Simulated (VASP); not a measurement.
# CaZn (Fm-3m) in VASP: single point with LDA

Aim: the single point of CaZn with LDA.

All numbers are computed with VASP 6.6.1; they aren't measurements. Logs are shortened: lines on timing, memory, paths and dates and some standing lists are left out, and cuts for length are marked.

## (1) The cell of the first run

The structure is cubic, space group Fm-3m (No. 225). The conventional cell has a = 5.939 Å, b = 5.939 Å, c = 5.939 Å, α = 90.00°, β = 90.00°, γ = 90.00°. Ca (site symmetry m-3m) has 6 Zn at 2.97 Å within 3.9 Å. Zn (site symmetry m-3m) has 6 Ca at 2.97 Å within 3.9 Å.

## (2) Single point, LDA

INCAR reads:

```
ALGO = Fast ; EDIFF = 1E-7
ENCUT = 520 ; ISIF = 2
ISMEAR = 0 ; LASPH = True
LCHARG = True ; LELF = True
LREAL = False ; LVHAR = True
LWAVE = False ; NBANDS = 18
NELM = 80 ; PREC = Accurate
SIGMA = 0.15
```

KPOINTS reads:

```
k-points
0
Gamma
  20 20 20
```

POSCAR reads:

```
CaZn
1.0
    0.0000000000      2.9693653038      2.9693653038
    2.9693653038      0.0000000000      2.9693653038
    2.9693653038      2.9693653038      0.0000000000
Ca Zn
1 1
Direct
    0.0000000000      0.0000000000      0.0000000000
    0.5000000000      0.5000000000      0.5000000000
```

Potentials or basis: VASP PAW LDA potentials, release 64 (Ca_sv, Zn).

The run is started by

```sh
$ cat potpaw_LDA.64/Ca_sv/POTCAR potpaw_LDA.64/Zn/POTCAR > POTCAR
$ mpirun -np 1 vasp_std > vasp.out
```

OUTCAR:

```text
EDIFF = 1E-7
   ENCUT = 520
   ISIF = 2
   ISMEAR = 0
   LASPH = True
   LREAL = False
   NELM = 80
   PREC = Accurate

 ion  position               nearest neighbor table
   1  0.000  0.000  0.000-   2 2.97   2 2.97   2 2.97   2 2.97   2 2.97   2 2.97
   2  0.500  0.500  0.500-   1 2.97   1 2.97   1 2.97   1 2.97   1 2.97   1 2.97

  LATTYP: Found a face centered cubic cell.
 ALAT       =     5.9387306076

  Lattice vectors:

 A1 = (   0.0000000000,   2.9693653038,   2.9693653038)
 A2 = (   2.9693653038,   0.0000000000,   2.9693653038)
 A3 = (   2.9693653038,   2.9693653038,   0.0000000000)

Analysis of symmetry for initial positions (statically):
=====================================================================
 Subroutine PRICEL returns:
 Original cell was already a primitive cell.

 Routine SETGRP: Setting up the symmetry group for a
 face centered cubic supercell.

 Subroutine GETGRP returns: Found 48 space group operations
 (whereof 48 operations were pure point group operations)
 out of a pool of 48 trial point group operations.

The static configuration has the point symmetry O_h .

Analysis of symmetry for dynamics (positions and initial velocities):
=====================================================================
 Subroutine PRICEL returns:
 Original cell was already a primitive cell.

 Routine SETGRP: Setting up the symmetry group for a
 face centered cubic supercell.

 Subroutine GETGRP returns: Found 48 space group operations
 (whereof 48 operations were pure point group operations)
 out of a pool of 48 trial point group operations.

The dynamic configuration has the point symmetry O_h .

 Subroutine INISYM returns: Found 48 space group operations
 (whereof 48 operations are pure point group operations),
 and found     1 'primitive' translations

----------------------------------------------------------------------------------------

                                     Primitive cell

  volume of cell :      52.3626

  direct lattice vectors                    reciprocal lattice vectors
     0.000000000  2.969365304  2.969365304    -0.168386153  0.168386153  0.168386153
     2.969365304  0.000000000  2.969365304     0.168386153 -0.168386153  0.168386153
     2.969365304  2.969365304  0.000000000     0.168386153  0.168386153 -0.168386153

  length of vectors
     4.199316684  4.199316684  4.199316684     0.291653372  0.291653372  0.291653372

  position of ions in fractional coordinates (direct lattice)
     0.000000000  0.000000000  0.000000000
     0.500000000  0.500000000  0.500000000

  ion indices of the primitive-cell ions
   primitive index   ion index
                 1           1
                 2           2

----------------------------------------------------------------------------------------

 KPOINTS: k-points

Automatic generation of k-mesh.
 Grid dimensions read from file:
 generate k-points for:   20   20   20

 Generating k-lattice:

  Cartesian coordinates                     Fractional coordinates (reciprocal lattice)
    -0.008419308  0.008419308  0.008419308     0.050000000  0.000000000  0.000000000
     0.008419308 -0.008419308  0.008419308     0.000000000  0.050000000  0.000000000
     0.008419308  0.008419308 -0.008419308     0.000000000  0.000000000  0.050000000

  Length of vectors
     0.014582669  0.014582669  0.014582669

  Shift w.r.t. Gamma in fractional coordinates (k-lattice)
     0.000000000  0.000000000  0.000000000

 Subroutine IBZKPT returns following result:
 ===========================================

 Found    256 irreducible k-points:

 Following reciprocal coordinates:
            Coordinates               Weight
  0.000000  0.000000  0.000000      1.000000
  0.050000  0.000000  0.000000      8.000000
  0.100000  0.000000  0.000000      8.000000
  0.150000  0.000000  0.000000      8.000000
  0.200000  0.000000  0.000000      8.000000
  0.250000  0.000000  0.000000      8.000000
[... 16 lines left out ...]
 -0.400000  0.050000  0.000000     24.000000
 -0.350000  0.050000  0.000000     24.000000
 [... further k-points ...]
   k-points           NKPTS =    256   k-points in BZ     NKDIM =    256   number of bands    NBANDS=     18
   number of dos      NEDOS =    301   number of ions     NIONS =      2
   total plane-waves  NPLWV =  32768
   dimension x,y,z NGX =    32 NGY =   32 NGZ =   32
   dimension x,y,z NGXF=    64 NGYF=   64 NGZF=   64
   ions per type =               1   1
   NGX,Y,Z   is equivalent  to a cutoff of  12.67, 12.67, 12.67 a.u.
   NGXF,Y,Z  is equivalent  to a cutoff of  25.34, 25.34, 25.34 a.u.
 SYSTEM =  unknown system
   PREC   = accura    normal or accurate (medium, high low for compatibility)
   ISTART =      0    job   : 0-new  1-cont  2-samecut
   ICHARG =      2    charge: 1-file 2-atom 10-const
   ISPIN  =      1    spin polarized calculation?
   LNONCOLLINEAR =      F non collinear calculations
   LSORBIT =      F    spin-orbit coupling
   LASPH  =      T    aspherical Exc in radial PAW
   ENCUT  =  520.0 eV  38.22 Ry    6.18 a.u.   7.81  7.81  7.81*2*pi/ulx,y,z
   NELM   =     80;   NELMIN=  2; NELMDL= -5     # of ELM steps
   EDIFF  = 0.1E-06   stopping-criterion for ELM
   LREAL  =      F    real-space projection
   EDIFFG = 0.1E-05   stopping-criterion for IOM
   NSW    =      0    number of steps for IOM
   IBRION =     -1    ionic relax: 0-MD 1-quasi-New 2-CG
   NFREE  =      0    steps in history (QN), initial steepest desc. (CG)
   ISIF   =      2    stress and relaxation
   ISYM   =      2    0-nonsym 1-usesym 2-fastsym
   POTIM  = 0.5000    time-step for ionic-motion
   TEBEG  =    0.0;   TEEND  =   0.0 temperature during run
   PSTRESS=    0.0 pullay stress
   NELECT =      22.0000    total number of electrons
   NUPDOWN=      -1.0000    fix difference up-down
   EMIN   =  10.00;   EMAX   =-10.00  energy-range for DOS
   EFERMI =   0.00;   METHOD = LEGACY
   ISMEAR =     0;   SIGMA  =   0.15  broadening in eV -4-tet -1-fermi 0-gaus
   EFERMI_NEDOS =   21; number of points for ismear=-14 and -15
   IALGO  =     68    algorithm
   IMIX   =      4    mixing-type and parameters
     AMIX     =   0.40;   BMIX     =  1.00
     AMIX_MAG =   1.60;   BMIX_MAG =  1.00
  volume/ion in A,a.u.               =      26.18       176.68
  Fermi-wavevector in a.u.,A,eV,Ry     =   1.226146  2.317079 20.455453  1.503433
  Thomas-Fermi vector in A             =   2.361157
   LORBIT       =      0    0 simple, 1 ext, 2 COOP (PROOUT), +10 PAW based schemes
   GGA     = CA    functional components
   LHFCALC =     F    Hartree Fock is set to
   AEXX    =    0.0000 exact exchange contribution
   IVDW    =     0    specifies the selected vdW correction
   LEPSILON=     F    determine dielectric tensor
   LRPA    =     F    only Hartree local field effects (RPA)
 non-spin polarized calculation
 RMM-DIIS sequential band-by-band and
 Gauss-broadening in eV      SIGMA  =   0.15
  energy-cutoff  :      520.00
  volume of cell :       52.36
 maximum number of plane-waves:      1424
   NGX = 15   NGY = 15   NGZ = 15

 number of electron      21.9999983 magnetization

 Free energy of the ion-electron system (eV)
  ---------------------------------------------------
  ext. energy  EPLUGINS =         0.00000000
  ---------------------------------------------------
  free energy    TOTEN  =        -4.10464820 eV

  energy without entropy =       -4.08916235  energy(sigma->0) =       -4.09690527

 E-fermi :   2.0159     XC(G=0):  -9.4373

 val. band max:        2.0101988537   @ k =  -0.4000   0.2500   0.0000
 cond. band min:       2.0200352900   @ k =  -0.2500   0.1000   0.0000
 fundamental gap:      0.0098364363
 Fermi energy:         2.0158688413

 k-point     1 :       0.0000    0.0000    0.0000
  band No.  band energies     occupation
      1     -38.6858      2.00000
      2     -19.9789      2.00000
      3     -19.9789      2.00000
      4     -19.9789      2.00000
      5      -5.4289      2.00000
      6      -5.4289      2.00000
[... 10 lines left out ...]
     17       6.9732      0.00000
     18       6.9732      0.00000

 k-point     2 :       0.0500    0.0000    0.0000
  band No.  band energies     occupation
      1     -38.6856      2.00000
      2     -19.9811      2.00000
      3     -19.9793      2.00000
      4     -19.9793      2.00000
      5      -5.4275      2.00000
      6      -5.4275      2.00000
[... 10 lines left out ...]
     17       7.1426      0.00000
     18       7.1428      0.00000

 k-point     3 :       0.1000    0.0000    0.0000
  band No.  band energies     occupation
      1     -38.6852      2.00000
      2     -19.9875      2.00000
      3     -19.9802      2.00000
      4     -19.9802      2.00000
      5      -5.4232      2.00000
      6      -5.4232      2.00000
[... 10 lines left out ...]
     17       7.5367      0.00000
     18       7.5368      0.00000

 k-point     4 :       0.1500    0.0000    0.0000
  band No.  band energies     occupation
      1     -38.6845      2.00000
      2     -19.9974      2.00000
      3     -19.9817      2.00000
      4     -19.9817      2.00000
      5      -5.4168      2.00000
      6      -5.4168      2.00000
[... 375 lines left out ...]
      4     -19.9925      2.00000
      5      -5.3792      2.00000
      6      -5.3759      2.00000
[... 10 lines left out ...]
     17       8.0332      0.00000
     18       9.6016      0.00000

 k-point    23 :      -0.4000    0.0500    0.0000
  band No.  band energies     occupation
      1     -38.6797      2.00000
      2     -20.0610      2.00000
      3     -19.9934      2.00000
      4     -19.9914      2.00000
      5      -5.3827      2.00000
      6      -5.3773      2.00000
[... 10 lines left out ...]
     17       8.2618      0.00000
     18       9.4481      0.00000

 k-point    24 :      -0.3500    0.0500    0.0000
  band No.  band energies     occupation
      1     -38.6804      2.00000
      2     -20.0526      2.00000
      3     -19.9923      2.00000
      4     -19.9898      2.00000
      5      -5.3880      2.00000
      6      -5.3809      2.00000
[... 10 lines left out ...]
     17       8.6265      0.00000
     18       9.2959      0.00000

 [... further k-points ...]

------------------------ aborting loop because EDIFF is reached ----------------------------------------

  FORCE on cell =-STRESS in cart. coord.  units (eV):
  Direction    XX          YY          ZZ          XY          YZ          ZX
  --------------------------------------------------------------------------------------
  -------------------------------------------------------------------------------------
  Total        0.0462473      0.0462473      0.0462473      0.0000000      0.0000000      0.0000000
  in kB        1.4150643      1.4150643      1.4150643      0.0000000      0.0000000      0.0000000
  external PRESSURE =       1.4150643 kB  Pullay stress =       0.0000000 kB

 VOLUME and BASIS-vectors are now :
 -----------------------------------------------------------------------------
  energy-cutoff  :      520.00
  volume of cell :       52.36
      direct lattice vectors                 reciprocal lattice vectors
     0.000000000  2.969365304  2.969365304    -0.168386153  0.168386153  0.168386153
     2.969365304  0.000000000  2.969365304     0.168386153 -0.168386153  0.168386153
     2.969365304  2.969365304  0.000000000     0.168386153  0.168386153 -0.168386153

 POSITION                                       TOTAL-FORCE (eV/Angst)
 -----------------------------------------------------------------------------------
      0.00000      0.00000      0.00000         0.000000      0.000000      0.000000
      2.96937      2.96937      2.96937        -0.000000     -0.000000     -0.000000
 -----------------------------------------------------------------------------------
    total drift:                                0.000000     -0.000000      0.000000

  FREE ENERGIE OF THE ION-ELECTRON SYSTEM (eV)
  ---------------------------------------------------
  free  energy   TOTEN  =        -4.1046481991 eV

  energy  without entropy=       -4.0891623470  energy(sigma->0) =       -4.09690527
```

Wall time 7.7 min (1 thread of Intel Xeon 8259CL, shared host); peak memory 0.36 GiB.

What came out:

```
Free energy            : -4.1046 eV
Pressure               : 0.1 GPa
Band gap on the k mesh : zero (bands 11 and 12 overlap by 3.16 eV)
```

Levels at points of the mesh, in eV from the Fermi level:
```
           k point  band 8  band 9  band 10  band 11  band 12  band 13  band 14  band 15
(0.00, 0.00, 0.00)   -7.39   -7.39    -6.30     2.60     2.60     2.60     3.43     3.43
(0.50, 0.00, 0.00)   -7.33   -7.33    -3.72    -2.23     1.04     1.04     4.05     4.05
(0.50, 0.50, 0.00)   -7.31   -7.31    -3.82    -0.97     1.08     2.30     2.30     4.06
```
